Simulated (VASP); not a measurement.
# BeI (R-3m) in VASP: further runs

Runs on BeI. Level: PBE. Tasks: single point.

Program: VASP 6.6.1. These are calculated values, not measurements. Logs are shortened: lines on timing, memory, paths and dates and some standing lists are left out, and cuts for length are marked.

### 1 The cell of the first run

The structure is trigonal, space group R-3m (No. 166). Conventional cell: a = 3.925 Å, b = 3.925 Å, c = 9.659 Å, α = 90.00°, β = 90.00°, γ = 120.00°. Be (site symmetry -3m) has 6 I at 2.78 Å within 3.7 Å. Within 3.7 Å of I (site symmetry -3m) lie 6 Be at 2.78 Å.

### 2 Single point, PBE

INCAR reads:

```
PREC = Accurate ; ENCUT = 520
EDIFF = 1E-7 ; ISMEAR = 0
SIGMA = 0.1 ; LREAL = False
LASPH = True ; NELM = 80
ALGO = Normal ; ISIF = 2
LWAVE = False ; LCHARG = True
GGA = PE ; LELF = True
LVHAR = True ; NBANDS = 12
```

KPOINTS reads:

```
regular mesh
0
Gamma
  6 6 6
```

POSCAR reads:

```
BeI
1.0
    1.9625572923      1.1330829810      3.2196955053
   -1.9625572923      1.1330829810      3.2196955053
    0.0000000000     -2.2661659620      3.2196955053
Be I
1 1
Direct
    0.5000000000      0.5000000000      0.5000000000
    0.0000000000      0.0000000000      0.0000000000
```

Potentials or basis: VASP PAW PBE potentials, release 64 (Be, I).

Started as:

```bash
$ cat potpaw_PBE.64/Be/POTCAR potpaw_PBE.64/I/POTCAR > POTCAR
$ mpirun -np 1 vasp_std > vasp.out
```

OUTCAR:

```text
PREC = Accurate
   ENCUT = 520
   EDIFF = 1E-7
   ISMEAR = 0
   LREAL = False
   LASPH = True
   NELM = 80
   ISIF = 2
   GGA = PE

 ion  position               nearest neighbor table
   1  0.500  0.500  0.500-   2 2.78   2 2.78   2 2.78   2 2.78   2 2.78   2 2.78
   2  0.000  0.000  0.000-   1 2.78   1 2.78   1 2.78   1 2.78   1 2.78   1 2.78

  LATTYP: Found a trigonal (rhomboedric) cell.
 ALAT       =     3.9372512384
 COS(alpha) =     0.5030777686

  Lattice vectors:

 A1 = (   1.9625572923,   1.1330829810,   3.2196955053)
 A2 = (  -1.9625572923,   1.1330829810,   3.2196955053)
 A3 = (   0.0000000000,  -2.2661659620,   3.2196955053)

Analysis of symmetry for initial positions (statically):
=====================================================================
 Subroutine PRICEL returns:
 Original cell was already a primitive cell.

 Routine SETGRP: Setting up the symmetry group for a
 trigonal (rhombohedral) supercell.

 Subroutine GETGRP returns: Found 12 space group operations
 (whereof 12 operations were pure point group operations)
 out of a pool of 12 trial point group operations.

The static configuration has the point symmetry D_3d.

Analysis of symmetry for dynamics (positions and initial velocities):
=====================================================================
 Subroutine PRICEL returns:
 Original cell was already a primitive cell.

 Routine SETGRP: Setting up the symmetry group for a
 trigonal (rhombohedral) supercell.

 Subroutine GETGRP returns: Found 12 space group operations
 (whereof 12 operations were pure point group operations)
 out of a pool of 12 trial point group operations.

The dynamic configuration has the point symmetry D_3d.

 Subroutine INISYM returns: Found 12 space group operations
 (whereof 12 operations are pure point group operations),
 and found     1 'primitive' translations

----------------------------------------------------------------------------------------

                                     Primitive cell

  volume of cell :      42.9586

  direct lattice vectors                    reciprocal lattice vectors
     1.962557292  1.133082981  3.219695505     0.254769632  0.147091316  0.103529459
    -1.962557292  1.133082981  3.219695505    -0.254769632  0.147091316  0.103529459
     0.000000000 -2.266165962  3.219695505     0.000000000 -0.294182632  0.103529459

  length of vectors
     3.937251238  3.937251238  3.937251238     0.311868193  0.311868193  0.311868193

  position of ions in fractional coordinates (direct lattice)
     0.500000000  0.500000000  0.500000000
     0.000000000  0.000000000  0.000000000

  ion indices of the primitive-cell ions
   primitive index   ion index
                 1           1
                 2           2

----------------------------------------------------------------------------------------

 KPOINTS: regular mesh

Automatic generation of k-mesh.
 Grid dimensions read from file:
 generate k-points for:    6    6    6

 Generating k-lattice:

  Cartesian coordinates                     Fractional coordinates (reciprocal lattice)
     0.042461605  0.024515219  0.017254910     0.166666667 -0.000000000 -0.000000000
    -0.042461605  0.024515219  0.017254910    -0.000000000  0.166666667 -0.000000000
     0.000000000 -0.049030439  0.017254910    -0.000000000 -0.000000000  0.166666667

  Length of vectors
     0.051978032  0.051978032  0.051978032

  Shift w.r.t. Gamma in fractional coordinates (k-lattice)
     0.000000000  0.000000000  0.000000000

 Subroutine IBZKPT returns following result:
 ===========================================

 Found     32 irreducible k-points:

 Following reciprocal coordinates:
            Coordinates               Weight
  0.000000  0.000000  0.000000      1.000000
  0.166667  0.000000 -0.000000      6.000000
  0.333333  0.000000  0.000000      6.000000
  0.500000  0.000000  0.000000      3.000000
  0.166667  0.166667 -0.000000      6.000000
  0.333333  0.166667  0.000000     12.000000
[... 16 lines left out ...]
  0.500000  0.500000  0.166667      6.000000
 -0.333333  0.500000  0.166667     12.000000
 [... further k-points ...]
   k-points           NKPTS =     32   k-points in BZ     NKDIM =     32   number of bands    NBANDS=     12
   number of dos      NEDOS =    301   number of ions     NIONS =      2
   total plane-waves  NPLWV =  27000
   dimension x,y,z NGX =    30 NGY =   30 NGZ =   30
   dimension x,y,z NGXF=    60 NGYF=   60 NGZF=   60
   ions per type =               1   1
   NGX,Y,Z   is equivalent  to a cutoff of  12.67, 12.67, 12.67 a.u.
   NGXF,Y,Z  is equivalent  to a cutoff of  25.33, 25.33, 25.33 a.u.
 SYSTEM =  unknown system
   PREC   = accura    normal or accurate (medium, high low for compatibility)
   ISTART =      0    job   : 0-new  1-cont  2-samecut
   ICHARG =      2    charge: 1-file 2-atom 10-const
   ISPIN  =      1    spin polarized calculation?
   LNONCOLLINEAR =      F non collinear calculations
   LSORBIT =      F    spin-orbit coupling
   LASPH  =      T    aspherical Exc in radial PAW
   ENCUT  =  520.0 eV  38.22 Ry    6.18 a.u.   7.32  7.32  7.32*2*pi/ulx,y,z
   NELM   =     80;   NELMIN=  2; NELMDL= -5     # of ELM steps
   EDIFF  = 0.1E-06   stopping-criterion for ELM
   LREAL  =      F    real-space projection
   EDIFFG = 0.1E-05   stopping-criterion for IOM
   NSW    =      0    number of steps for IOM
   IBRION =     -1    ionic relax: 0-MD 1-quasi-New 2-CG
   NFREE  =      0    steps in history (QN), initial steepest desc. (CG)
   ISIF   =      2    stress and relaxation
   ISYM   =      2    0-nonsym 1-usesym 2-fastsym
   POTIM  = 0.5000    time-step for ionic-motion
   TEBEG  =    0.0;   TEEND  =   0.0 temperature during run
   PSTRESS=    0.0 pullay stress
   NELECT =       9.0000    total number of electrons
   NUPDOWN=      -1.0000    fix difference up-down
   EMIN   =  10.00;   EMAX   =-10.00  energy-range for DOS
   EFERMI =   0.00;   METHOD = LEGACY
   ISMEAR =     0;   SIGMA  =   0.10  broadening in eV -4-tet -1-fermi 0-gaus
   EFERMI_NEDOS =   21; number of points for ismear=-14 and -15
   IALGO  =     38    algorithm
   IMIX   =      4    mixing-type and parameters
     AMIX     =   0.40;   BMIX     =  1.00
     AMIX_MAG =   1.60;   BMIX_MAG =  1.00
  volume/ion in A,a.u.               =      21.48       144.95
  Fermi-wavevector in a.u.,A,eV,Ry     =   0.972312  1.837403 12.862819  0.945391
  Thomas-Fermi vector in A             =   2.102600
   LORBIT       =      0    0 simple, 1 ext, 2 COOP (PROOUT), +10 PAW based schemes
   GGA     = PE    functional components
   LHFCALC =     F    Hartree Fock is set to
   AEXX    =    0.0000 exact exchange contribution
   IVDW    =     0    specifies the selected vdW correction
   LEPSILON=     F    determine dielectric tensor
   LRPA    =     F    only Hartree local field effects (RPA)
 non-spin polarized calculation
 Gauss-broadening in eV      SIGMA  =   0.10
  energy-cutoff  :      520.00
  volume of cell :       42.96
 maximum number of plane-waves:      1171
 NGX is ok and might be reduce to    30
   NGX = 15   NGY = 15   NGZ = 15

 number of electron       8.9999999 magnetization

 Free energy of the ion-electron system (eV)
  ---------------------------------------------------
  ext. energy  EPLUGINS =         0.00000000
  ---------------------------------------------------
  free energy    TOTEN  =        -4.00495336 eV

  energy without entropy =       -3.99319885  energy(sigma->0) =       -3.99907611

 E-fermi :   7.5293     XC(G=0):  -9.5329

 val. band max:        7.4921804553   @ k =   0.5000   0.5000   0.3333
 cond. band min:       7.5495363275   @ k =  -0.1667   0.1667   0.1667
 fundamental gap:      0.0573558722
 Fermi energy:         7.5293387052

 k-point     1 :       0.0000    0.0000    0.0000
  band No.  band energies     occupation
      1      -8.4591      2.00000
      2       4.2420      2.00000
      3       4.2884      2.00000
      4       4.2884      2.00000
      5       6.9955      2.00000
      6      11.8012      0.00000
      7      11.8012      0.00000
      8      11.8097      0.00000
      9      12.5681      0.00000
     10      12.6395      0.00000
     11      12.6395      0.00000
     12      15.2940      0.00000

 k-point     2 :       0.1667    0.0000   -0.0000
  band No.  band energies     occupation
      1      -8.2328      2.00000
      2       2.5250      2.00000
      3       4.1882      2.00000
      4       4.2235      2.00000
      5       8.1394      0.00000
      6      10.5188      0.00000
      7      10.5271      0.00000
      8      11.1862      0.00000
      9      12.8107      0.00000
     10      13.3240      0.00000
     11      13.3903      0.00000
     12      17.2575      0.00000

 k-point     3 :       0.3333    0.0000    0.0000
  band No.  band energies     occupation
      1      -7.6946      2.00000
      2       0.3499      2.00000
      3       4.1032      2.00000
      4       4.1263      2.00000
      5       8.3180      0.00000
      6       9.0851      0.00000
      7       9.1082      0.00000
      8      10.9858      0.00000
      9      14.3748      0.00000
     10      15.3054      0.00000
     11      15.3805      0.00000
     12      19.7990      0.00000
[... 286 lines left out ...]
 k-point    23 :       0.5000    0.5000    0.1667
  band No.  band energies     occupation
      1      -7.0768      2.00000
      2       0.3225      2.00000
      3       1.7685      2.00000
      4       2.6999      2.00000
      5       6.0414      2.00000
      6      10.3805      0.00000
      7      12.0531      0.00000
      8      12.7255      0.00000
      9      14.2021      0.00000
     10      17.9132      0.00000
     11      18.7186      0.00000
     12      19.3635      0.00000

 k-point    24 :      -0.3333    0.5000    0.1667
  band No.  band energies     occupation
      1      -6.9458      2.00000
      2       0.4645      2.00000
      3       1.5695      2.00000
      4       1.7953      2.00000
      5       6.8618      2.00000
      6      10.6793      0.00000
      7      11.0554      0.00000
      8      13.9669      0.00000
      9      14.2755      0.00000
     10      15.7368      0.00000
     11      19.9674      0.00000
     12      20.3820      0.00000

 [... further k-points ...]
[... 5 lines left out ...]
  --------------------------------------------------------------------------------------
  -------------------------------------------------------------------------------------
  Total        0.0929536      0.0929536      0.0960870      0.0000000     -0.0000000     -0.0000000
  in kB        3.4667831      3.4667831      3.5836445      0.0000000     -0.0000000     -0.0000000
  external PRESSURE =       3.5057369 kB  Pullay stress =       0.0000000 kB

 VOLUME and BASIS-vectors are now :
 -----------------------------------------------------------------------------
  energy-cutoff  :      520.00
  volume of cell :       42.96
      direct lattice vectors                 reciprocal lattice vectors
     1.962557292  1.133082981  3.219695505     0.254769632  0.147091316  0.103529459
    -1.962557292  1.133082981  3.219695505    -0.254769632  0.147091316  0.103529459
     0.000000000 -2.266165962  3.219695505     0.000000000 -0.294182632  0.103529459

 POSITION                                       TOTAL-FORCE (eV/Angst)
 -----------------------------------------------------------------------------------
      0.00000      0.00000      4.82954         0.000000      0.000000      0.000000
      0.00000      0.00000      0.00000         0.000000      0.000000      0.000000
 -----------------------------------------------------------------------------------
    total drift:                                0.000000      0.000000      0.000000

  FREE ENERGIE OF THE ION-ELECTRON SYSTEM (eV)
  ---------------------------------------------------
  free  energy   TOTEN  =        -4.0049533583 eV

  energy  without entropy=       -3.9931988549  energy(sigma->0) =       -3.99907611
```

Run time: 21 s. Hardware: 1 thread of Intel Xeon Platinum 8488C (Sapphire Rapids), shared host; peak memory 0.17 GiB.

Results:

```
Free energy : -4.0050 eV
Pressure    : 0.4 GPa
```

Levels at points of the mesh, in eV from the Fermi level:
| k point | band 1 | band 2 | band 3 | band 4 | band 5 | band 6 | band 7 | band 8 |
| --- | --- | --- | --- | --- | --- | --- | --- | --- |
| (0.00, 0.00, 0.00) | -15.99 | -3.29 | -3.24 | -3.24 | -0.53 | 4.27 | 4.27 | 4.28 |
| (0.50, 0.00, 0.00) | -14.89 | -8.11 | -3.45 | -3.44 | 0.61 | 1.02 | 1.05 | 3.38 |
| (0.50, 0.50, 0.00) | -14.48 | -7.49 | -5.18 | -5.14 | -2.45 | 1.79 | 5.98 | 5.99 |
| (0.50, 0.50, 0.50) | -14.91 | -8.12 | -3.42 | -3.42 | 0.65 | 1.07 | 1.07 | 3.42 |

Caveat: spin-orbit coupling is left out, which moves the levels of the heavy elements; an odd number of electrons without spin polarisation forces a metal; a magnetic or distorted state may lie lower.

### 3 Single point, PBE

This run uses another cell than the first one, of 41.66 Å³/atom, 1.940 times its volume.

INCAR reads:

```
SYSTEM = BeI
  PREC = Accurate
  ENCUT = 520
  EDIFF = 1E-6
  ISMEAR = 0
  SIGMA = 0.1
  LREAL = .False.
  LASPH = .True.
  NELM = 80
  ALGO = Normal
  ISIF = 2
  LWAVE = .False.
  LCHARG = .False.
  GGA = PE
  NBANDS = 12
```

KPOINTS reads:

```
regular mesh
0
Gamma
  6 6 6
  0 0 0
```

POSCAR reads:

```
BeI
1.0
    2.4440369700      1.4110654000      4.0267699600
   -2.4440369700      1.4110654000      4.0267699600
    0.0000000000     -2.8221308000      4.0267699600
Be I
1 1
Direct
    0.5000000000      0.5000000000      0.5000000000
    0.0000000000      0.0000000000      0.0000000000
```

Potentials or basis: VASP PAW PBE potentials, release 64 (Be, I).

Started as:

```bash
$ cat potpaw_PBE.64/Be/POTCAR potpaw_PBE.64/I/POTCAR > POTCAR
$ mpirun -np 1 vasp_std > vasp.out
```

It took 45 s on 1 thread of Intel Xeon Platinum 8488C (Sapphire Rapids), shared host; peak memory 0.23 GiB.

Results (log left out):

- Free energy: -2.8084 eV
- Pressure: -5.3 GPa

Stress tensor (GPa, compression positive):
```
-5.28  0.00  0.00
 0.00 -5.28  0.00
 0.00  0.00 -5.40
```

Levels at points of the mesh, in eV from the Fermi level:
| k point | band 2 | band 3 | band 4 | band 5 | band 6 | band 7 |
| --- | --- | --- | --- | --- | --- | --- |
| (0.00, 0.00, 0.00) | -1.89 | -1.86 | -1.86 | -1.53 | 3.61 | 3.61 |
| (0.50, 0.00, 0.00) | -3.93 | -1.92 | -1.91 | 1.06 | 1.54 | 2.34 |
| (0.50, 0.50, 0.00) | -3.30 | -2.47 | -2.44 | -1.38 | 3.92 | 3.92 |
| (0.50, 0.50, 0.50) | -3.95 | -1.90 | -1.90 | 1.08 | 1.56 | 2.38 |

Caveat: spin-orbit coupling is left out, which moves the levels of the heavy elements; an odd number of electrons without spin polarisation forces a metal; a magnetic or distorted state may lie lower.
